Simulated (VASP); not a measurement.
Set up this calculation in VASP 6.6.1, as the native input.

- Task: single point
- Functional: PBEsol
- Dispersion: D3(BJ)
- Potentials or basis: VASP PAW PBE potentials, release 64 (Sn_d, O)
- Cutoff: 600 eV
- k mesh: 14 × 14 × 12
- Occupations: gaussian, width 0.15 eV
- Spin: no spin polarisation
- Dipole correction: no
- Further INCAR settings: ALGO = Normal; EDIFF = 1e-06; NBANDS = 28

The structure of SnO lies in POSCAR:

```
SnO
1.0
    3.9802781447      0.0000000000      0.0000000000
    0.0000000000      3.9802781447      0.0000000000
    0.0000000000      0.0000000000      4.0947902519
Sn O
2 2
Direct
    0.0000000000      0.5000000000      0.2532585894
    0.5000000000      0.0000000000      0.7467414106
    0.0000000000      0.0000000000      0.0000000000
    0.5000000000      0.5000000000      0.0000000000
```

This cell differs from its parent crystal: ratio of the length along z to the lengths across it x 0.85, volume and fractional coordinates fixed.

The input as run:

INCAR

```
  PREC = Accurate
  ENCUT = 600
  EDIFF = 1E-6
  ISMEAR = 0
  SIGMA = 0.15
  LREAL = False
  LASPH = True
  NELM = 120
  ALGO = Normal
  ISIF = 2
  LWAVE = False
  LCHARG = False
  GGA = PS
  IVDW = 12
  NBANDS = 28
  GGA_COMPAT = False
```

KPOINTS

```
regular mesh
0
Gamma
  14 14 12
```

Potentials or basis: VASP PAW PBE potentials, release 64 (Sn_d, O).

Run with:

```console
$ cat potpaw_PBE.64/Sn_d/POTCAR potpaw_PBE.64/O/POTCAR > POTCAR
$ mpirun -np 1 vasp_std > vasp.out
```

Results of the run:

```yaml
Pressure: -2.1 GPa
Largest_force: 0.361 eV/Å
Band_gap_on_the_k_mesh: 0.40 eV (least direct gap 1.18 eV)
Dispersion_energy_per_atom: -0.233 eV
```

Caveat: the PAW data sets were made with another functional, which shifts forces and pressure a little; spin-orbit coupling is left out, which moves the levels of the heavy elements.

Run time: 2.8 min on 1 thread of Intel(R) Xeon(R) Platinum 8559C (Emerald Rapids) (shared host), peak memory 0.54 GiB.
